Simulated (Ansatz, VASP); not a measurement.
# One calculation of C, two programs

Contents of INCAR:

```
SYSTEM = C
ALGO = Normal ; EDIFF = 1E-7
ENCUT = 520 ; GGA = PE
ISIF = 2 ; ISMEAR = -1
LASPH = .True. ; LCHARG = .False.
LREAL = .False. ; LWAVE = .False.
NBANDS = 8 ; NELM = 100
PREC = Accurate ; SIGMA = 0.03
```

Contents of KPOINTS:

```
k-points
0
Gamma
  15 15 15
  0 0 0
```

The input POSCAR:

```
C
1.0
    1.7755632054      0.0000000000      0.0000000000
    0.0000000000      1.7755632054      0.0000000000
    0.0000000000      0.0000000000      1.7755632054
C
1
Direct
    0.0000000000      0.0000000000      0.0000000000
```

Input for Ansatz:

```yaml
crystal:
  lattice:
    - [1.7755632054, 0.0, 0.0]
    - [0.0, 1.7755632054, 0.0]
    - [0.0, 0.0, 1.7755632054]
  atoms:
    - { symbol: C, position: [0.0, 0.0, 0.0] }
kpoints:
  mp_grid: { grid: [15, 15, 15] }
scf:
  occupations: { method: fermi_dirac, width: 0.03 }
hamiltonian:
  xc: pbe
  pseudopotentials: { kind: all_electron, lapw: { basis_error: 0.001 } }
output:
  forces: true
  stress: true
  eigenvalues: true
basis:
  ecutwfc: 260
```

Alike in both runs: task single point; functional PBE; k mesh 15 × 15 × 15; occupations fermi-dirac, width 0.03 eV; no spin polarisation.

|  | VASP | Ansatz |
| --- | --- | --- |
| version | VASP 6.6.1 | Ansatz 0.2.0 |
| potentials or method | VASP PAW PBE potentials, release 64 (C), cutoff 520 eV | all-electron LAPW, scalar-relativistic |

```tsv
	VASP	Ansatz	Ansatz less VASP
pressure (GPa)	0.1	-0.2	-0.36
```

Ansatz ran all-electron here, and VASP with PAW potentials.
